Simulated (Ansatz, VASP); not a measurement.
This is a calculation of Tl for Ansatz 0.2.0.

File input.yaml:

```yaml
crystal:
  lattice:
    - [0.0, 2.4159936112, 2.4159936112]
    - [2.4159936112, 0.0, 2.4159936112]
    - [2.4159936112, 2.4159936112, 0.0]
  atoms:
    - { symbol: Tl, position: [0.0, 0.0, 0.0] }
kpoints:
  mp_grid: { grid: [9, 9, 9] }
scf:
  occupations: { method: fermi_dirac, width: 0.05 }
hamiltonian:
  xc: pbe
  pseudopotentials: { kind: all_electron, lapw: { basis_error: 0.0005 } }
output:
  forces: true
  stress: true
  eigenvalues: true
```

Potentials or basis: all-electron LAPW, scalar-relativistic.

The run is started by

```console
$ ansatz run input.yaml --threads 1 --pin off --max-ram 2560MiB --backend cpu --events-out ev --progress --plain --runs-dir out
```

**Question.** Set up the same calculation for VASP 6.6.1. Potentials there: VASP PAW PBE potentials, release 64 (Tl_d).

**Answer.** As run (the cutoff follows the program's own potentials):

The input INCAR:

```
SYSTEM = Tl
  ALGO = Fast
  EDIFF = 1E-6
  ENCUT = 520
  GGA = PE
  ISIF = 2
  ISMEAR = -1
  LASPH = .True.
  LCHARG = .False.
  LREAL = .False.
  LWAVE = .False.
  NBANDS = 12
  NELM = 80
  PREC = Accurate
  SIGMA = 0.05
```

KPOINTS

```
k-points
0
Gamma
  9 9 9
  0 0 0
```

File POSCAR:

```
Tl
1.0
    0.0000000000      2.4159936112      2.4159936112
    2.4159936112      0.0000000000      2.4159936112
    2.4159936112      2.4159936112      0.0000000000
Tl
1
Direct
    0.0000000000      0.0000000000      0.0000000000
```

Potentials or basis: VASP PAW PBE potentials, release 64 (Tl_d).

Command:

```bash
$ cat potpaw_PBE.64/Tl_d/POTCAR > POTCAR
$ mpirun -np 1 vasp_std > vasp.out
```

Both were run:

|  | VASP | Ansatz | Ansatz less VASP |
| --- | --- | --- | --- |
| gap on the k mesh at the Fermi level (eV) | none | none | - |
| pressure (GPa) | 3.6 | 3.7 | +0.06 |

A gap of «none» marks a metal or a gap that the smearing closes. Ansatz ran all-electron here, and VASP with PAW potentials.

Spin-orbit coupling is off throughout.
